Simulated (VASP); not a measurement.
A run of VASP 6.6.1 is set up as follows.

Contents of INCAR:

```
SYSTEM = LaHg
PREC = Accurate
ENCUT = 400
EDIFF = 1E-8
ISMEAR = -1
SIGMA = 0.08
LREAL = .FALSE.
LASPH = .TRUE.
NELM = 200
ALGO = Normal
ISIF = 2
LWAVE = .FALSE.
LCHARG = .FALSE.
LEFG = .TRUE.
NBANDS = 18
GGA_COMPAT = .FALSE.
LMAXMIX = 6
```

File KPOINTS:

```
Automatic mesh
0
G
  11 11 11
  0 0 0
```

Contents of POSCAR:

```
LaHg
1.0
    3.8624113366      0.0000000000      0.0000000000
    0.0000000000      3.8624113366      0.0000000000
    0.0000000000      0.0000000000      3.8624113366
La Hg
1 1
Direct
    0.5000000000      0.5000000000      0.5000000000
    0.0000000000      0.0000000000      0.0000000000
```

Potentials or basis: VASP PAW LDA potentials, release 64 (La, Hg).

Launch:

```sh
$ cat potpaw_LDA.64/La/POTCAR potpaw_LDA.64/Hg/POTCAR > POTCAR
$ mpirun -np 1 vasp_std > vasp.out
```

(1) Estimate the pressure.

Answers

(1) -2.8 GPa.

Caveat: without QUAD_EFG the Cq values of the log hold for a quadrupole moment of 1 mb, not for the nuclei.
